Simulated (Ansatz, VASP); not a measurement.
**Ti: VASP beside Ansatz**

File INCAR:

```
PREC     = Accurate       # precision mode
ENCUT    = 520            # plane-wave cutoff, eV
EDIFF    = 1E-6           # SCF threshold, eV
ISMEAR   = 0              # smearing method
SIGMA    = 0.15           # smearing width, eV
LREAL    = F              # projectors in reciprocal space
LASPH    = T              # aspherical terms in the spheres
NELM     = 100            # most SCF steps
ALGO     = Fast           # electronic algorithm
ISIF     = 2              # what is computed and relaxed
LWAVE    = F              # write WAVECAR
LCHARG   = F              # write CHGCAR
GGA      = PS             # functional
NBANDS   = 12             # bands
```

Contents of KPOINTS:

```
regular mesh
0
Gamma
  22 22 22
```

Contents of POSCAR:

```
Ti
1.0
   -1.5035831967      1.5035831967      1.9546581557
    1.5035831967     -1.5035831967      1.9546581557
    1.5035831967      1.5035831967     -1.9546581557
Ti
1
Direct
    0.0000000000      0.0000000000      0.0000000000
```

Input for Ansatz:

```yaml
crystal:
  lattice:
    - [-1.5035831967, 1.5035831967, 1.9546581557]
    - [1.5035831967, -1.5035831967, 1.9546581557]
    - [1.5035831967, 1.5035831967, -1.9546581557]
  atoms:
    - { symbol: Ti, position: [0.0, 0.0, 0.0] }
basis:
  ecutwfc: 420
kpoints:
  mp_grid: { grid: [22, 22, 22] }
hamiltonian:
  xc: pbesol
scf:
  occupations: { method: gaussian, width: 0.15 }
output:
  forces: true
  stress: true
  eigenvalues: true
```

Alike in both runs: task single point; functional PBEsol; k mesh 22 × 22 × 22; occupations gaussian, width 0.15 eV; no spin polarisation.

```csv
,VASP,Ansatz
version,VASP 6.6.1,Ansatz 0.2.0
potentials or method,"VASP PAW PBE potentials, release 64 (Ti_sv), cutoff 520 eV","scalar-relativistic, plane waves, PAW"
valence electrons in the cell,12,12
```

```tsv
	VASP	Ansatz	Ansatz less VASP
gap on the k mesh at the Fermi level (eV)	none	none	-
pressure (GPa)	-6.2	-6.0	+0.22
traceless stress, the component that is largest in VASP (GPa)	1.68	1.67	-0.004
```

VASP's potentials were made for PBE, not for PBEsol. A gap of «none» marks a metal or a gap that the smearing closes.
